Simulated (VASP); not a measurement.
# ScTa3F (P4/mmm) in VASP: notebook

ScTa3F is run at these levels: PBE; tasks: relaxation of cell and atoms, single point.

All numbers are computed with VASP 6.6.1; they aren't measurements. Logs are shortened: lines on timing, memory, paths and dates and some standing lists are left out, and cuts for length are marked.

**1. The cell of the first run**

It takes space group P4/mmm (No. 123, tetragonal). Conventional cell: a = 3.358 Å, b = 3.358 Å, c = 7.494 Å, α = 90.00°, β = 90.00°, γ = 90.00°. Within 3.1 Å of Sc (site symmetry 4/mmm) lie 4 F at 2.37 Å. Ta (site symmetry 4mm) has 1 F at 2.27 Å and 5 Ta at 2.80 to 2.95 Å within 3.0 Å. Ta (site symmetry 4/mmm) has 12 Ta at 2.80 to 3.36 Å and 2 Sc at 3.75 Å within 3.8 Å. F (site symmetry 4/mmm) has 2 Ta at 2.27 Å and 4 Sc at 2.37 Å within 3.0 Å.

The cell was generated, and may not be a known phase.

**2. Relaxation of cell and atoms, PBE**

Contents of INCAR:

```
  PREC = Accurate
  ENCUT = 600
  EDIFF = 1E-6
  ISMEAR = 0
  SIGMA = 0.1
  LREAL = False
  LASPH = True
  NELM = 100
  ALGO = Normal
  ISIF = 3
  LWAVE = False
  LCHARG = False
  GGA = PE
  IBRION = 2
  NSW = 90
  EDIFFG = -0.04
```

Contents of KPOINTS:

```
regular mesh
0
Gamma
  6 6 2
```

Contents of POSCAR:

```
ScTa3F
1.0
    3.3581175193      0.0000000000      0.0000000000
    0.0000000000      3.3581175193      0.0000000000
    0.0000000000      0.0000000000      7.4935573108
Sc Ta F
1 3 1
Direct
    0.0000000000      0.0000000000      0.5000000000
    0.5000000000      0.5000000000      0.1968311508
    0.5000000000      0.5000000000      0.8031688492
    0.0000000000      0.0000000000      0.0000000000
    0.5000000000      0.5000000000      0.5000000000
```

Potentials or basis: VASP PAW PBE potentials, release 64 (Sc_sv, Ta_pv, F).

Command:

```bash
cat potpaw_PBE.64/Sc_sv/POTCAR potpaw_PBE.64/Ta_pv/POTCAR potpaw_PBE.64/F/POTCAR > POTCAR
mpirun -np 1 vasp_std > vasp.out
```

OUTCAR:

```text
PREC = Accurate
   ENCUT = 600
   EDIFF = 1E-6
   ISMEAR = 0
   LREAL = False
   LASPH = True
   NELM = 100
   ISIF = 3
   GGA = PE
   IBRION = 2
   NSW = 90
   EDIFFG = -0.04

 ion  position               nearest neighbor table
   1  0.000  0.000  0.500-   5 2.37   5 2.37   5 2.37   5 2.37   3 3.29   3 3.29   2 3.29   3 3.29
                             2 3.29   2 3.29   3 3.29   2 3.29
   2  0.500  0.500  0.197-   5 2.27   4 2.80   4 2.80   4 2.80   4 2.80   3 2.95   1 3.29   1 3.29
                             1 3.29   1 3.29
   3  0.500  0.500  0.803-   5 2.27   4 2.80   4 2.80   4 2.80   4 2.80   2 2.95   1 3.29   1 3.29
                             1 3.29   1 3.29
   4  0.000  0.000  0.000-   2 2.80   3 2.80   2 2.80   3 2.80   2 2.80   3 2.80   2 2.80   3 2.80

   5  0.500  0.500  0.500-   2 2.27   3 2.27   1 2.37   1 2.37   1 2.37   1 2.37

  LATTYP: Found a simple tetragonal cell.
 ALAT       =     3.3581175193
 C/A-ratio  =     2.2314756014

  Lattice vectors:

 A1 = (   3.3581175193,   0.0000000000,   0.0000000000)
 A2 = (   0.0000000000,   3.3581175193,   0.0000000000)
 A3 = (   0.0000000000,   0.0000000000,   7.4935573108)

Analysis of symmetry for initial positions (statically):
=====================================================================
 Subroutine PRICEL returns:
 Original cell was already a primitive cell.

 Routine SETGRP: Setting up the symmetry group for a
 simple tetragonal supercell.

 Subroutine GETGRP returns: Found 16 space group operations
 (whereof 16 operations were pure point group operations)
 out of a pool of 16 trial point group operations.

The static configuration has the point symmetry D_4h.

Analysis of symmetry for dynamics (positions and initial velocities):
=====================================================================
 Subroutine PRICEL returns:
 Original cell was already a primitive cell.

 Routine SETGRP: Setting up the symmetry group for a
 simple tetragonal supercell.

 Subroutine GETGRP returns: Found 16 space group operations
 (whereof 16 operations were pure point group operations)
 out of a pool of 16 trial point group operations.

The dynamic configuration has the point symmetry D_4h.

 Subroutine INISYM returns: Found 16 space group operations
 (whereof 16 operations are pure point group operations),
 and found     1 'primitive' translations

----------------------------------------------------------------------------------------

                                     Primitive cell

  volume of cell :      84.5045

  direct lattice vectors                    reciprocal lattice vectors
     3.358117519  0.000000000  0.000000000     0.297785886  0.000000000  0.000000000
     0.000000000  3.358117519  0.000000000     0.000000000  0.297785886  0.000000000
     0.000000000  0.000000000  7.493557311     0.000000000  0.000000000  0.133447969

  length of vectors
     3.358117519  3.358117519  7.493557311     0.297785886  0.297785886  0.133447969

  position of ions in fractional coordinates (direct lattice)
     0.000000000  0.000000000  0.500000000
     0.500000000  0.500000000  0.196831151
     0.500000000  0.500000000  0.803168849
     0.000000000  0.000000000  0.000000000
     0.500000000  0.500000000  0.500000000

  ion indices of the primitive-cell ions
   primitive index   ion index
                 1           1
                 2           2
                 3           3
                 4           4
                 5           5

----------------------------------------------------------------------------------------

 KPOINTS: regular mesh

Automatic generation of k-mesh.
 Grid dimensions read from file:
 generate k-points for:    6    6    2

 Generating k-lattice:

  Cartesian coordinates                     Fractional coordinates (reciprocal lattice)
     0.049630981  0.000000000  0.000000000     0.166666667  0.000000000  0.000000000
     0.000000000  0.049630981  0.000000000     0.000000000  0.166666667  0.000000000
     0.000000000  0.000000000  0.066723984     0.000000000  0.000000000  0.500000000

  Length of vectors
     0.049630981  0.049630981  0.066723984

  Shift w.r.t. Gamma in fractional coordinates (k-lattice)
     0.000000000  0.000000000  0.000000000

 Subroutine IBZKPT returns following result:
 ===========================================

 Found     20 irreducible k-points:

 Following reciprocal coordinates:
            Coordinates               Weight
  0.000000  0.000000  0.000000      1.000000
  0.166667  0.000000  0.000000      4.000000
  0.333333  0.000000  0.000000      4.000000
  0.500000  0.000000  0.000000      2.000000
  0.166667  0.166667  0.000000      4.000000
  0.333333  0.166667  0.000000      8.000000
[... 12 lines left out ...]
  0.500000  0.333333  0.500000      4.000000
  0.500000  0.500000  0.500000      1.000000
   k-points           NKPTS =     20   k-points in BZ     NKDIM =     20   number of bands    NBANDS=     30
   number of dos      NEDOS =    301   number of ions     NIONS =      5
   total plane-waves  NPLWV =  47040
   dimension x,y,z NGX =    28 NGY =   28 NGZ =   60
   dimension x,y,z NGXF=    56 NGYF=   56 NGZF=  120
   ions per type =               1   3   1
   NGX,Y,Z   is equivalent  to a cutoff of  13.86, 13.86, 13.31 a.u.
   NGXF,Y,Z  is equivalent  to a cutoff of  27.72, 27.72, 26.62 a.u.
 SYSTEM =  unknown system
   PREC   = accura    normal or accurate (medium, high low for compatibility)
   ISTART =      0    job   : 0-new  1-cont  2-samecut
   ICHARG =      2    charge: 1-file 2-atom 10-const
   ISPIN  =      1    spin polarized calculation?
   LNONCOLLINEAR =      F non collinear calculations
   LSORBIT =      F    spin-orbit coupling
   LASPH  =      T    aspherical Exc in radial PAW
   ENCUT  =  600.0 eV  44.10 Ry    6.64 a.u.   6.71  6.71 14.97*2*pi/ulx,y,z
   NELM   =    100;   NELMIN=  2; NELMDL= -5     # of ELM steps
   EDIFF  = 0.1E-05   stopping-criterion for ELM
   LREAL  =      F    real-space projection
   EDIFFG = -.4E-01   stopping-criterion for IOM
   NSW    =     90    number of steps for IOM
   IBRION =      2    ionic relax: 0-MD 1-quasi-New 2-CG
   NFREE  =      1    steps in history (QN), initial steepest desc. (CG)
   ISIF   =      3    stress and relaxation
   ISYM   =      2    0-nonsym 1-usesym 2-fastsym
   POTIM  = 0.5000    time-step for ionic-motion
   TEBEG  =    0.0;   TEEND  =   0.0 temperature during run
   PSTRESS=    0.0 pullay stress
   NELECT =      51.0000    total number of electrons
   NUPDOWN=      -1.0000    fix difference up-down
   EMIN   =  10.00;   EMAX   =-10.00  energy-range for DOS
   EFERMI =   0.00;   METHOD = LEGACY
   ISMEAR =     0;   SIGMA  =   0.10  broadening in eV -4-tet -1-fermi 0-gaus
   EFERMI_NEDOS =   21; number of points for ismear=-14 and -15
   IALGO  =     38    algorithm
   IMIX   =      4    mixing-type and parameters
     AMIX     =   0.40;   BMIX     =  1.00
     AMIX_MAG =   1.60;   BMIX_MAG =  1.00
  volume/ion in A,a.u.               =      16.90       114.05
  Fermi-wavevector in a.u.,A,eV,Ry     =   1.383476  2.614390 26.041629  1.914006
  Thomas-Fermi vector in A             =   2.508070
   LORBIT       =      0    0 simple, 1 ext, 2 COOP (PROOUT), +10 PAW based schemes
   GGA     = PE    functional components
   LHFCALC =     F    Hartree Fock is set to
   AEXX    =    0.0000 exact exchange contribution
   IVDW    =     0    specifies the selected vdW correction
   LEPSILON=     F    determine dielectric tensor
   LRPA    =     F    only Hartree local field effects (RPA)
 conjugate gradient relaxation of ions
 non-spin polarized calculation
 Gauss-broadening in eV      SIGMA  =   0.10
  energy-cutoff  :      600.00
  volume of cell :       84.50
 maximum number of plane-waves:      2856
 NGX is ok and might be reduce to    28
   NGX = 13   NGY = 13   NGZ = 29

--------------------------------------- Ionic step        1  -------------------------------------------

 number of electron      50.9999996 magnetization

 Free energy of the ion-electron system (eV)
  ---------------------------------------------------
  ext. energy  EPLUGINS =         0.00000000
  ---------------------------------------------------
  free energy    TOTEN  =       -46.50087312 eV

  energy without entropy =      -46.48561128  energy(sigma->0) =      -46.49324220

------------------------ aborting loop because EDIFF is reached ----------------------------------------

  FORCE on cell =-STRESS in cart. coord.  units (eV):
  Direction    XX          YY          ZZ          XY          YZ          ZX
  --------------------------------------------------------------------------------------
  -------------------------------------------------------------------------------------
  Total       -0.4991660     -0.4991660      1.2638821      0.0000000     -0.0000000      0.0000000
  in kB       -9.4640231     -9.4640231     23.9627879      0.0000000     -0.0000000      0.0000000
  external PRESSURE =       1.6782472 kB  Pullay stress =       0.0000000 kB
[... 297 lines left out ...]
  energy  without entropy=      -46.5012513427  energy(sigma->0) =      -46.50842849

--------------------------------------- Ionic step        9  -------------------------------------------

 number of electron      51.0000008 magnetization

 Free energy of the ion-electron system (eV)
  ---------------------------------------------------
  ext. energy  EPLUGINS =         0.00000000
  ---------------------------------------------------
  free energy    TOTEN  =       -46.51572960 eV

  energy without entropy =      -46.50117123  energy(sigma->0) =      -46.50845042

 E-fermi :   5.6778     XC(G=0): -11.8552

 val. band max:        5.6161287428   @ k =   0.3333   0.1667   0.5000
 cond. band min:       5.7079420386   @ k =   0.1667   0.0000   0.5000
 fundamental gap:      0.0918132959
 Fermi energy:         5.6778259275

 k-point     1 :       0.0000    0.0000    0.0000
  band No.  band energies     occupation
      1     -44.2151      2.00000
      2     -28.8599      2.00000
      3     -28.6919      2.00000
      4     -28.6272      2.00000
      5     -28.6272      2.00000
      6     -28.4250      2.00000
[... 681 lines left out ...]
  FREE ENERGIE OF THE ION-ELECTRON SYSTEM (eV)
  ---------------------------------------------------
  free  energy   TOTEN  =       -46.5157296026 eV

  energy  without entropy=      -46.5011712310  energy(sigma->0) =      -46.50845042

 reached required accuracy - stopping structural energy minimisation
```

Wall time 6.7 min (1 thread of Oxide Virtual Turin-like, shared host); peak memory 0.22 GiB.

What came out:

| Quantity | Value |
| --- | --- |
| Free energy | -46.5157 eV |
| Relaxed volume | 16.85 Å³/atom |
| Relaxed cell | a = 3.330 Å, b = 3.330 Å, c = 7.601 Å, α = 90.00°, β = 90.00°, γ = 90.00° |
| Space group after relaxing (to 0.1 Å) | P4/mmm (No. 123) |
| Energy gained by relaxing | 3.0 meV/atom |
| Ionic steps | 9 |
| Pressure after relaxing | 0.0 GPa |
| Largest force after relaxing | 0.013 eV/Å |
| Band gap on the k mesh | zero (an odd number of electrons rules out a gap without spin polarisation) |

Forces on the atoms (eV/Å):
```
Sc   0.000  0.000  0.000
Ta   0.000  0.000 -0.013
Ta   0.000  0.000  0.013
Ta   0.000  0.000  0.000
F    0.000  0.000  0.000
```

The path:
| step | energy change (eV) | largest force (eV/Å) | pressure (GPa) | volume (Å³) |
| --- | --- | --- | --- | --- |
| 1 | 0.0000 | 0.1965 | 0.17 | 84.50 |
| 2 | -0.0128 | 0.0616 | -0.78 | 84.71 |
| 3 | -0.0129 | 0.0860 | -0.88 | 84.73 |
| 4 | -0.0126 | 0.0090 | 1.10 | 83.64 |
| 5 | -0.0147 | 0.0401 | 0.07 | 84.21 |
| 6 | -0.0147 | 0.0406 | 0.06 | 84.22 |
| 7 | -0.0145 | 0.0558 | -0.26 | 84.39 |
| 8 | -0.0147 | 0.0416 | 0.02 | 84.23 |
| 9 | -0.0149 | 0.0128 | 0.01 | 84.27 |

Final structure:
```cif
data_structure
_symmetry_space_group_name_H-M 'P 1'
_symmetry_Int_Tables_number 1
_cell_length_a 3.3297
_cell_length_b 3.3297
_cell_length_c 7.6006
_cell_angle_alpha 90.000
_cell_angle_beta 90.000
_cell_angle_gamma 90.000
_cell_volume 84.27
loop_
_atom_site_label
_atom_site_type_symbol
_atom_site_fract_x
_atom_site_fract_y
_atom_site_fract_z
_atom_site_occupancy
Sc1 Sc 0.00000 0.00000 0.50000 1
Ta1 Ta 0.50000 0.50000 0.19790 1
Ta2 Ta 0.50000 0.50000 0.80210 1
Ta3 Ta 0.00000 0.00000 0.00000 1
F1 F 0.50000 0.50000 0.50000 1
```

Caveat: the k points lie up to 0.41 Å⁻¹ apart in the final cell, too coarse for converged energies and pressures of a metal; spin-orbit coupling is left out, which moves the levels of the heavy elements.

**3. Relaxation of cell and atoms, PBE**

This run uses another cell than the first one, of 19.50 Å³/atom.

Contents of INCAR:

```
PREC = Accurate
ENCUT = 600
EDIFF = 1E-7
ISMEAR = 0
SIGMA = 0.1
LREAL = False
LASPH = True
NELM = 60
ALGO = Normal
ISIF = 3
LWAVE = False
LCHARG = False
GGA = PE
IBRION = 2
NSW = 90
EDIFFG = -0.04
```

Contents of KPOINTS:

```
Automatic mesh
0
Gamma
  4 4 4
```

Contents of POSCAR:

```
ScTa3F
1.0
    4.0269344000      0.0000000000      0.0000000000
    0.0000000000      4.0269344000      0.0000000000
    0.0000000000      0.0000000000      6.0119049800
Sc Ta F
1 3 1
Direct
    0.0000000000      0.0000000000      0.5000000000
    0.5000000000      0.5000000000      0.2154877700
    0.5000000000      0.5000000000      0.7845122300
    0.0000000000      0.0000000000      0.0000000000
    0.5000000000      0.5000000000      0.5000000000
```

Potentials or basis: VASP PAW PBE potentials, release 64 (Sc_sv, Ta_pv, F).

Command:

```bash
cat potpaw_PBE.64/Sc_sv/POTCAR potpaw_PBE.64/Ta_pv/POTCAR potpaw_PBE.64/F/POTCAR > POTCAR
mpirun -np 1 vasp_std > vasp.out
```

It took 19 min on 1 thread of Oxide Virtual Turin-like, shared host; peak memory 0.24 GiB.

The run converged. Its results:

```yaml
Free_energy: -46.5522 eV
Relaxed_volume: 16.90 Å³/atom
Relaxed_cell: a = 3.361 Å, b = 3.361 Å, c = 7.481 Å, α = 90.00°, β = 90.00°, γ = 90.00°
Space_group_after_relaxing_to_0.1_Å: P4/mmm (No. 123)
Energy_gained_by_relaxing: 1323.1 meV/atom
Ionic_steps: 18
Pressure_after_relaxing: 0.0 GPa
Largest_force_after_relaxing: 0.016 eV/Å
Band_gap_on_the_k_mesh: zero (an odd number of electrons rules out a gap without spin polarisation)
```

Forces on the atoms (eV/Å):
```
Sc   0.000  0.000  0.000
Ta   0.000  0.000 -0.016
Ta   0.000  0.000  0.016
Ta   0.000  0.000  0.000
F    0.000  0.000  0.000
```

Stress tensor (GPa, compression positive):
```
 0.06  0.00  0.00
 0.00  0.06  0.00
 0.00  0.00 -0.16
```

The path:
```
step  energy change (eV)  largest force (eV/Å)  pressure (GPa)  volume (Å³)
   1              0.0000               12.3788           13.52        97.49
   2              0.5619               16.3397            8.55       113.87
   3             -1.4847               12.0183            1.47       111.48
   4             -2.3226               10.2496           -1.94       109.87
   5             -3.6369                6.3441           -6.30       104.44
   6             -3.6728                4.2725           -5.16       102.00
   7             -3.6890                5.5405           -6.02       103.36
   8             -6.1467                0.5074          -13.32        95.32
   9             -6.1585                0.4934          -13.23        95.06
  10             -6.0872                1.4489           19.73        76.46
  11             -6.5885                0.4590           -0.67        85.43
  12             -6.5888                0.4824           -0.30        85.21
  13             -6.5887                0.5023            0.03        85.02
  14             -6.6085                0.2706            0.23        84.61
  15             -6.6150                0.0055            0.57        84.22
  16             -6.6150                0.0197            0.51        84.24
  17             -6.6148                0.0581           -0.61        84.84
  18             -6.6155                0.0162           -0.01        84.51
```

Final structure:
```xyz
5
Lattice="3.3610 0.0000 0.0000 0.0000 3.3610 0.0000 0.0000 0.0000 7.4812" Properties=species:S:1:pos:R:3 pbc="T T T"
Sc    0.0000    0.0000    3.7406
Ta    1.6805    1.6805    1.4722
Ta    1.6805    1.6805    6.0090
Ta    0.0000    0.0000    0.0000
F     1.6805    1.6805    3.7406
```

Levels at points of the mesh, in eV from the Fermi level:
| k point | band 21 | band 22 | band 23 | band 24 | band 25 | band 26 | band 27 | band 28 | band 29 | band 30 |
| --- | --- | --- | --- | --- | --- | --- | --- | --- | --- | --- |
| (0.00, 0.00, 0.00) | -3.40 | -1.10 | -0.89 | -0.57 | 0.22 | 0.50 | 0.50 | 0.93 | 0.93 | 1.35 |
| (0.50, 0.00, 0.00) | -2.19 | -1.54 | -1.29 | -0.84 | -0.79 | 0.84 | 0.95 | 1.00 | 2.06 | 2.15 |
| (0.50, 0.50, 0.00) | -1.60 | -1.49 | -1.20 | -1.20 | -1.00 | -1.00 | 1.40 | 1.99 | 1.99 | 2.54 |
| (0.00, 0.00, 0.50) | -3.09 | -1.86 | 0.10 | 0.17 | 0.19 | 0.19 | 0.26 | 0.78 | 0.78 | 1.73 |
| (0.50, 0.00, 0.50) | -1.72 | -1.62 | -1.42 | -1.17 | -0.53 | 0.42 | 1.21 | 1.28 | 1.98 | 2.04 |
| (0.50, 0.50, 0.50) | -2.05 | -2.05 | -1.22 | -1.22 | 0.08 | 0.08 | 1.02 | 1.02 | 1.26 | 2.89 |

Caveat: the k points lie up to 0.47 Å⁻¹ apart in the final cell, too coarse for converged energies and pressures of a metal; a cell axis changed by over 15 % at a fixed basis, so the end point is rough; spin-orbit coupling is left out, which moves the levels of the heavy elements.

(Part 1 of 2 ends here.)

The gap in the log of VASP goes by the Fermi energy; the results here count the filled bands.